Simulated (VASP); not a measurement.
# ZnO (P6_3mc) in VASP: further runs

ZnO is run at these levels: r2SCAN; tasks: single point.

Program: VASP 6.6.1. These are calculated values, not measurements. Logs are shortened: lines on timing, memory, paths and dates and some standing lists are left out, and cuts for length are marked.

**1. The cell of the first run**

The structure is hexagonal, space group P6_3mc (No. 186). Conventional cell: a = 3.300 Å, b = 3.300 Å, c = 5.149 Å, α = 90.00°, β = 90.00°, γ = 120.00°. Within 2.6 Å of Zn (site symmetry 3m) lie 4 O at 1.95 to 2.00 Å. Within 2.6 Å of O (site symmetry 3m) lie 4 Zn at 1.95 to 2.00 Å.

**2. Single point, r2SCAN (in-plane strain +0.02)**

Input file POSCAR:

```
ZnO
1.0
    3.2998993658      0.0000000000      0.0000000000
   -1.6499496829      2.8577966807      0.0000000000
    0.0000000000      0.0000000000      5.1488888482
Zn O
2 2
Direct
    0.3333333333      0.6666666667      0.4996928418
    0.6666666667      0.3333333333     -0.0003071582
    0.6666666667      0.3333333333      0.3793171582
    0.3333333333      0.6666666667      0.8793171582
```

Input file INCAR.step1:

```
SYSTEM = ZnO
ALGO = Normal
EDIFF = 1E-4
ENCUT = 520
GGA = PE
ISMEAR = 0
LASPH = .TRUE.
LCHARG = .FALSE.
LREAL = .FALSE.
LWAVE = .TRUE.
NBANDS = 26
NELM = 100
PREC = Accurate
SIGMA = 0.01
```

Input file INCAR.step2:

```
SYSTEM = ZnO
ALGO = Normal
EDIFF = 1E-7
ENCUT = 520
ISIF = 2
ISMEAR = 0
ISTART = 1
LASPH = .TRUE.
LCHARG = .FALSE.
LMIXTAU = .TRUE.
LREAL = .FALSE.
LWAVE = .FALSE.
METAGGA = R2SCAN
NBANDS = 26
NELM = 100
PREC = Accurate
SIGMA = 0.01
```

Input file KPOINTS:

```
k-points
0
G
  8 8 4
  0 0 0
```

Potentials or basis: VASP PAW PBE potentials, release 64 (Zn, O).

On the command line:

```
$ cat potpaw_PBE.64/Zn/POTCAR potpaw_PBE.64/O/POTCAR > POTCAR
$ cp INCAR.step1 INCAR
$ mpirun -np 1 vasp_std > vasp.out
$ cp INCAR.step2 INCAR
$ mpirun -np 1 vasp_std > vasp.out
```

OUTCAR:

```text
SYSTEM = ZnO
   EDIFF = 1E-7
   ENCUT = 520
   ISIF = 2
   ISMEAR = 0
   ISTART = 1
   LASPH = .TRUE.
   LREAL = .FALSE.
   METAGGA = R2SCAN
   NELM = 100
   PREC = Accurate

 ion  position               nearest neighbor table
   1  0.333  0.667  0.500-   4 1.95   3 2.00   3 2.00   3 2.00
   2  0.667  0.333  1.000-   3 1.95   4 2.00   4 2.00   4 2.00
   3  0.667  0.333  0.379-   2 1.95   1 2.00   1 2.00   1 2.00
   4  0.333  0.667  0.879-   1 1.95   2 2.00   2 2.00   2 2.00

  LATTYP: Found a hexagonal cell.
 ALAT       =     3.2998993658
 C/A-ratio  =     1.5603169301

  Lattice vectors:

 A1 = (   3.2998993658,   0.0000000000,   0.0000000000)
 A2 = (  -1.6499496829,   2.8577966807,   0.0000000000)
 A3 = (   0.0000000000,   0.0000000000,   5.1488888482)

Analysis of symmetry for initial positions (statically):
=====================================================================
 Subroutine PRICEL returns:
 Original cell was already a primitive cell.

 Routine SETGRP: Setting up the symmetry group for a
 hexagonal supercell.

 Subroutine GETGRP returns: Found 12 space group operations
 (whereof  6 operations were pure point group operations)
 out of a pool of 24 trial point group operations.

The static configuration has the point symmetry C_3v.
 The point group associated with its full space group is C_6v.

Analysis of symmetry for dynamics (positions and initial velocities):
=====================================================================
 Subroutine PRICEL returns:
 Original cell was already a primitive cell.

 Routine SETGRP: Setting up the symmetry group for a
 hexagonal supercell.

 Subroutine GETGRP returns: Found 12 space group operations
 (whereof  6 operations were pure point group operations)
 out of a pool of 24 trial point group operations.

The dynamic configuration has the point symmetry C_3v.
 The point group associated with its full space group is C_6v.

 Subroutine INISYM returns: Found 12 space group operations
 (whereof  6 operations are pure point group operations),
 and found     1 'primitive' translations

----------------------------------------------------------------------------------------

                                     Primitive cell

  volume of cell :      48.5563

  direct lattice vectors                    reciprocal lattice vectors
     3.299899366  0.000000000  0.000000000     0.303039544  0.174959962  0.000000000
    -1.649949683  2.857796681  0.000000000     0.000000000  0.349919925  0.000000000
     0.000000000  0.000000000  5.148888848     0.000000000  0.000000000  0.194216661

  length of vectors
     3.299899366  3.299899366  5.148888848     0.349919925  0.349919925  0.194216661

  position of ions in fractional coordinates (direct lattice)
     0.333333333  0.666666667  0.499692842
     0.666666667  0.333333333  0.999692842
     0.666666667  0.333333333  0.379317158
     0.333333333  0.666666667  0.879317158

  ion indices of the primitive-cell ions
   primitive index   ion index
                 1           1
                 2           2
                 3           3
                 4           4

----------------------------------------------------------------------------------------

 KPOINTS: k-points

Automatic generation of k-mesh.
 Grid dimensions read from file:
 generate k-points for:    8    8    4

 Generating k-lattice:

  Cartesian coordinates                     Fractional coordinates (reciprocal lattice)
     0.037879943  0.021869995  0.000000000     0.125000000  0.000000000  0.000000000
     0.000000000  0.043739991  0.000000000     0.000000000  0.125000000  0.000000000
     0.000000000  0.000000000  0.048554165     0.000000000  0.000000000  0.250000000

  Length of vectors
     0.043739991  0.043739991  0.048554165

  Shift w.r.t. Gamma in fractional coordinates (k-lattice)
     0.000000000  0.000000000  0.000000000

 Subroutine IBZKPT returns following result:
 ===========================================

 Found     30 irreducible k-points:

 Following reciprocal coordinates:
            Coordinates               Weight
  0.000000  0.000000  0.000000      1.000000
  0.125000  0.000000  0.000000      6.000000
  0.250000  0.000000  0.000000      6.000000
  0.375000  0.000000  0.000000      6.000000
  0.500000  0.000000  0.000000      3.000000
  0.125000  0.125000  0.000000      6.000000
[... 16 lines left out ...]
  0.250000  0.000000  0.500000      6.000000
  0.375000  0.000000  0.500000      6.000000
 [... further k-points ...]
   k-points           NKPTS =     30   k-points in BZ     NKDIM =     30   number of bands    NBANDS=     26
   number of dos      NEDOS =    301   number of ions     NIONS =      4
   total plane-waves  NPLWV =  31360
   dimension x,y,z NGX =    28 NGY =   28 NGZ =   40
   dimension x,y,z NGXF=    56 NGYF=   56 NGZF=   80
   ions per type =               2   2
   NGX,Y,Z   is equivalent  to a cutoff of  14.11, 14.11, 12.92 a.u.
   NGXF,Y,Z  is equivalent  to a cutoff of  28.21, 28.21, 25.83 a.u.
 SYSTEM =  ZnO
   PREC   = accura    normal or accurate (medium, high low for compatibility)
   ISTART =      1    job   : 0-new  1-cont  2-samecut
   ICHARG =      0    charge: 1-file 2-atom 10-const
   ISPIN  =      1    spin polarized calculation?
   LNONCOLLINEAR =      F non collinear calculations
   LSORBIT =      F    spin-orbit coupling
   LASPH  =      T    aspherical Exc in radial PAW
   ENCUT  =  520.0 eV  38.22 Ry    6.18 a.u.   6.14  6.14  9.57*2*pi/ulx,y,z
   NELM   =    100;   NELMIN=  2; NELMDL=  0     # of ELM steps
   EDIFF  = 0.1E-06   stopping-criterion for ELM
   LREAL  =      F    real-space projection
   EDIFFG = 0.1E-05   stopping-criterion for IOM
   NSW    =      0    number of steps for IOM
   IBRION =     -1    ionic relax: 0-MD 1-quasi-New 2-CG
   NFREE  =      0    steps in history (QN), initial steepest desc. (CG)
   ISIF   =      2    stress and relaxation
   ISYM   =      2    0-nonsym 1-usesym 2-fastsym
   POTIM  = 0.5000    time-step for ionic-motion
   TEBEG  =    0.0;   TEEND  =   0.0 temperature during run
   PSTRESS=    0.0 pullay stress
   NELECT =      36.0000    total number of electrons
   NUPDOWN=      -1.0000    fix difference up-down
   EMIN   =  10.00;   EMAX   =-10.00  energy-range for DOS
   EFERMI =   0.00;   METHOD = LEGACY
   ISMEAR =     0;   SIGMA  =   0.01  broadening in eV -4-tet -1-fermi 0-gaus
   EFERMI_NEDOS =   21; number of points for ismear=-14 and -15
   IALGO  =     38    algorithm
   IMIX   =      4    mixing-type and parameters
     AMIX     =   0.40;   BMIX     =  1.00
     AMIX_MAG =   1.60;   BMIX_MAG =  1.00
  volume/ion in A,a.u.               =      12.14        81.92
  Fermi-wavevector in a.u.,A,eV,Ry     =   1.481701  2.800008 29.870733  2.195437
  Thomas-Fermi vector in A             =   2.595578
   LORBIT       =      0    0 simple, 1 ext, 2 COOP (PROOUT), +10 PAW based schemes
   METAGGA = R2SCAN    functional components
   LHFCALC =     F    Hartree Fock is set to
   AEXX    =    0.0000 exact exchange contribution
   IVDW    =     0    specifies the selected vdW correction
   LEPSILON=     F    determine dielectric tensor
   LRPA    =     F    only Hartree local field effects (RPA)
 non-spin polarized calculation
 Gauss-broadening in eV      SIGMA  =   0.01
  energy-cutoff  :      520.00
  volume of cell :       48.56
 maximum number of plane-waves:      1328
 NGX is ok and might be reduce to    28
   NGX = 13   NGY = 13   NGZ = 19

 number of electron      35.9999990 magnetization

 Free energy of the ion-electron system (eV)
  ---------------------------------------------------
  ext. energy  EPLUGINS =         0.00000000
  ---------------------------------------------------
  free energy    TOTEN  =       -36.28546180 eV

  energy without entropy =      -36.28546180  energy(sigma->0) =      -36.28546180

 E-fermi :   0.7241     XC(G=0): -11.5444

 val. band max:        0.6373681474   @ k =   0.0000   0.0000   0.0000
 cond. band min:       1.8687672180   @ k =   0.0000   0.0000   0.0000
 fundamental gap:      1.2313990706
 Fermi energy:         0.7241185446

 k-point     1 :       0.0000    0.0000    0.0000
  band No.  band energies     occupation
      1     -18.2533      2.00000
      2     -17.5498      2.00000
      3      -5.0361      2.00000
      4      -5.0360      2.00000
      5      -5.0009      2.00000
      6      -4.8177      2.00000
[... 18 lines left out ...]
     25      15.3771      0.00000
     26      16.0797      0.00000

 k-point     2 :       0.1250    0.0000    0.0000
  band No.  band energies     occupation
      1     -18.1781      2.00000
      2     -17.5212      2.00000
      3      -5.1183      2.00000
      4      -4.9900      2.00000
      5      -4.9478      2.00000
      6      -4.8404      2.00000
[... 18 lines left out ...]
     25      15.5567      0.00000
     26      16.0470      0.00000

 k-point     3 :       0.2500    0.0000    0.0000
  band No.  band energies     occupation
      1     -17.9845      2.00000
      2     -17.4597      2.00000
      3      -5.2480      2.00000
      4      -4.9214      2.00000
      5      -4.8895      2.00000
      6      -4.7681      2.00000
[... 18 lines left out ...]
     25      14.5453      0.00000
     26      15.4511      0.00000

 k-point     4 :       0.3750    0.0000    0.0000
  band No.  band energies     occupation
      1     -17.7604      2.00000
      2     -17.4210      2.00000
      3      -5.2749      2.00000
      4      -4.9412      2.00000
      5      -4.8122      2.00000
      6      -4.5790      2.00000
[... 18 lines left out ...]
     25      14.5996      0.00000
     26      15.3640      0.00000
[... 496 lines left out ...]
      1     -17.8544      2.00000
      2     -17.8544      2.00000
      3      -5.2782      2.00000
      4      -5.2782      2.00000
      5      -4.9140      2.00000
      6      -4.9140      2.00000
[... 18 lines left out ...]
     25      14.4101      0.00000
     26      14.4101      0.00000

 k-point    23 :       0.2500    0.0000    0.5000
  band No.  band energies     occupation
      1     -17.7209      2.00000
      2     -17.7209      2.00000
      3      -5.3568      2.00000
      4      -5.3568      2.00000
      5      -4.7895      2.00000
      6      -4.7895      2.00000
[... 18 lines left out ...]
     25      14.7058      0.00000
     26      14.7058      0.00000

 k-point    24 :       0.3750    0.0000    0.5000
  band No.  band energies     occupation
      1     -17.5836      2.00000
      2     -17.5836      2.00000
      3      -5.3975      2.00000
      4      -5.3975      2.00000
      5      -4.6184      2.00000
      6      -4.6184      2.00000
[... 18 lines left out ...]
     25      14.8881      0.00000
     26      14.8881      0.00000

 [... further k-points ...]
[... 5 lines left out ...]
  --------------------------------------------------------------------------------------
  -------------------------------------------------------------------------------------
  Total       -1.5641227     -1.5641227      0.6637202      0.0000000      0.0000000      0.0000000
  in kB      -51.6102383    -51.6102383     21.9003011      0.0000000      0.0000000      0.0000000
  external PRESSURE =     -27.1067252 kB  Pullay stress =       0.0000000 kB

 VOLUME and BASIS-vectors are now :
 -----------------------------------------------------------------------------
  energy-cutoff  :      520.00
  volume of cell :       48.56
      direct lattice vectors                 reciprocal lattice vectors
     3.299899366  0.000000000  0.000000000     0.303039544  0.174959962  0.000000000
    -1.649949683  2.857796681  0.000000000     0.000000000  0.349919925  0.000000000
     0.000000000  0.000000000  5.148888848     0.000000000  0.000000000  0.194216661

 POSITION                                       TOTAL-FORCE (eV/Angst)
 -----------------------------------------------------------------------------------
     -0.00000      1.90520      2.57286        -0.000000     -0.000000     -0.302880
      1.64995      0.95260      5.14731         0.000000      0.000000     -0.302880
      1.64995      0.95260      1.95306         0.000000      0.000000      0.302880
     -0.00000      1.90520      4.52751         0.000000     -0.000000      0.302880
 -----------------------------------------------------------------------------------
    total drift:                                0.000000      0.000001     -0.061202

  FREE ENERGIE OF THE ION-ELECTRON SYSTEM (eV)
  ---------------------------------------------------
  free  energy   TOTEN  =       -36.2854617973 eV

  energy  without entropy=      -36.2854617973  energy(sigma->0) =      -36.28546180
```

It used 310 s of CPU time on 1 thread of AMD EPYC 7R13 Processor (Zen 3), on a shared host.

What came out:

| Property | Result |
| --- | --- |
| Free energy | -36.2855 eV |
| Pressure | -2.7 GPa |
| Largest force | 0.303 eV/Å |
| Band gap on the k mesh | 1.23 eV, direct |

Forces on the atoms (eV/Å):
```
Zn   0.000  0.000 -0.303
Zn   0.000  0.000 -0.303
O    0.000  0.000  0.303
O    0.000  0.000  0.303
```

Stress tensor (GPa, compression positive):
```
-5.16  0.00  0.00
 0.00 -5.16  0.00
 0.00  0.00  2.19
```

Levels at points of the mesh, in eV from the valence-band top:
```tsv
k point	band 14	band 15	band 16	band 17	band 18	band 19	band 20	band 21	band 22	band 23
(0.00, 0.00, 0.00)	-0.86	-0.86	-0.01	0.00	0.00	1.23	5.70	9.06	13.33	13.33
(0.50, 0.00, 0.00)	-3.41	-2.77	-2.32	-1.21	-0.78	6.29	7.29	8.28	8.97	11.58
(0.00, 0.00, 0.50)	-2.12	-0.42	-0.42	-0.42	-0.42	3.93	3.93	10.99	10.99	13.62
(0.50, 0.00, 0.50)	-3.67	-1.50	-1.50	-1.24	-1.24	6.27	6.27	8.99	8.99	12.02
```

Caveat: the cell differs from its parent crystal (in-plane strain +0.02); the PAW data sets were made with another functional, which shifts forces and pressure a little.

**3. Single point, r2SCAN**

This run uses another cell than the first one, of 11.81 Å³/atom, 0.973 times its volume.

Input file POSCAR:

```
ZnO
1.0
    3.2351954576      0.0000000000      0.0000000000
   -1.6175977288      2.8017614525      0.0000000000
    0.0000000000      0.0000000000      5.2114259527
Zn O
2 2
Direct
    0.3333333333      0.6666666667      0.4996928413
    0.6666666667      0.3333333333     -0.0003071587
    0.6666666667      0.3333333333      0.3793171587
    0.3333333333      0.6666666667      0.8793171587
```

Input file INCAR.step1:

```
ALGO     = Normal         # electronic algorithm
EDIFF    = 1E-4           # SCF threshold, eV
ENCUT    = 520            # plane-wave cutoff, eV
GGA      = PE             # functional
ISMEAR   = -1             # smearing method
LASPH    = True           # aspherical terms in the spheres
LCHARG   = False          # write CHGCAR
LREAL    = False          # projectors in reciprocal space
LWAVE    = True           # write WAVECAR
NBANDS   = 26             # bands
NELM     = 80             # most SCF steps
PREC     = Accurate       # precision mode
SIGMA    = 0.05           # smearing width, eV
```

Input file INCAR.step2:

```
ALGO     = Normal         # electronic algorithm
EDIFF    = 1E-7           # SCF threshold, eV
ENCUT    = 520            # plane-wave cutoff, eV
ISIF     = 2              # what is computed and relaxed
ISMEAR   = -1             # smearing method
ISTART   = 1            
LASPH    = True           # aspherical terms in the spheres
LCHARG   = True           # write CHGCAR
LELF     = True           # ELF
LMIXTAU  = True         
LREAL    = False          # projectors in reciprocal space
LVHAR    = True         
LWAVE    = False          # write WAVECAR
METAGGA  = R2SCAN         # meta-GGA
NBANDS   = 26             # bands
NELM     = 80             # most SCF steps
PREC     = Accurate       # precision mode
SIGMA    = 0.05           # smearing width, eV
```

Input file KPOINTS:

```
k-points
0
Gamma
  12 12 8
```

Potentials or basis: VASP PAW PBE potentials, release 64 (Zn, O).

On the command line:

```
$ cat potpaw_PBE.64/Zn/POTCAR potpaw_PBE.64/O/POTCAR > POTCAR
$ cp INCAR.step1 INCAR
$ mpirun -np 1 vasp_std > vasp.out
$ cp INCAR.step2 INCAR
$ mpirun -np 1 vasp_std > vasp.out
```

It used 620 s of CPU time on 1 thread of AMD EPYC 7R13 Processor (Zen 3) (shared host).

The run converged. Its results:

```
Free energy            : -36.3174 eV
Pressure               : 1.0 GPa
Largest force          : 0.010 eV/Å
Band gap on the k mesh : 1.23 eV, direct
```

Forces on the atoms (eV/Å):
```
Zn   0.000  0.000 -0.010
Zn   0.000  0.000 -0.010
O    0.000  0.000  0.010
O    0.000  0.000  0.010
```

Stress tensor (GPa, compression positive):
```
0.98 0.00 0.00
0.00 0.98 0.00
0.00 0.00 1.10
```

Levels at points of the mesh, in eV from the valence-band top:
```csv
k point,band 15,band 16,band 17,band 18,band 19,band 20,band 21,band 22
"(0.00, 0.00, 0.00)",-0.82,-0.09,0.00,0.00,1.23,5.87,8.83,13.73
"(0.50, 0.00, 0.00)",-2.87,-2.34,-1.31,-0.87,6.43,7.36,8.08,9.32
"(0.00, 0.00, 0.50)",-0.40,-0.40,-0.40,-0.40,3.94,3.94,10.83,10.83
"(0.50, 0.00, 0.50)",-1.56,-1.56,-1.41,-1.41,6.25,6.25,9.18,9.18
```

Caveat: the PAW data sets were made with another functional, which shifts forces and pressure a little. A k mesh can miss the band edges.
